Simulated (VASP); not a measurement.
Wanted: the native input for a VASP 6.6.1 run.

* Task: single point
* Functional: PBE
* Potentials or basis: VASP PAW PBE potentials, release 64 (Pb_d, Cl)
* Cutoff: 520 eV
* k mesh: 3 × 3 × 3
* Occupations: gaussian, width 0.1 eV
* Spin: no spin polarisation
* Dipole correction: no
* Further INCAR settings: ALGO = Normal; EDIFF = 1e-06; NBANDS = 60

The structure of Pb2Cl3 lies in POSCAR:

```
Pb2Cl3
1.0
    3.5572512683      2.0537799773      6.4747315029
   -3.5572512683      2.0537799773      6.4747315029
    0.0000000000     -4.1075599548      6.4747315029
Pb Cl
4 6
Direct
    0.8521800000      0.8521800000      0.8521800000
    0.6478200000      0.6478200000      0.6478200000
    0.1478200000      0.1478200000      0.1478200000
    0.3521800000      0.3521800000      0.3521800000
    0.0562500000      0.4437500000      0.7500000000
    0.7500000000      0.0562500000      0.4437500000
    0.4437500000      0.7500000000      0.0562500000
    0.9437500000      0.5562500000      0.2500000000
    0.2500000000      0.9437500000      0.5562500000
    0.5562500000      0.2500000000      0.9437500000
```

One way to write it, as run:

INCAR

```
SYSTEM = Pb2Cl3
PREC = Accurate
ENCUT = 520
EDIFF = 1E-6
ISMEAR = 0
SIGMA = 0.1
LREAL = .FALSE.
LASPH = .TRUE.
NELM = 60
ALGO = Normal
ISIF = 2
LWAVE = .FALSE.
LCHARG = .TRUE.
GGA = PE
LELF = .TRUE.
LVHAR = .TRUE.
NBANDS = 60
```

KPOINTS

```
Automatic mesh
0
G
  3 3 3
  0 0 0
```

Potentials or basis: VASP PAW PBE potentials, release 64 (Pb_d, Cl).

Launch:

```sh
$ cat potpaw_PBE.64/Pb_d/POTCAR potpaw_PBE.64/Cl/POTCAR > POTCAR
$ mpirun -np 1 vasp_std > vasp.out
```

It gave:

```
Pressure               : 8.5 GPa
Largest force          : 0.244 eV/Å
Band gap on the k mesh : zero (bands 49 and 50 overlap by 0.06 eV)
```

Caveat: the cell stands under pressure; spin-orbit coupling is left out, which moves the levels of the heavy elements.

It took 3.3 min on 1 thread of Intel(R) Xeon(R) Platinum 8259CL CPU @ 2.50GHz (Skylake/Cascade Lake), on a shared host, peak memory 0.52 GiB.
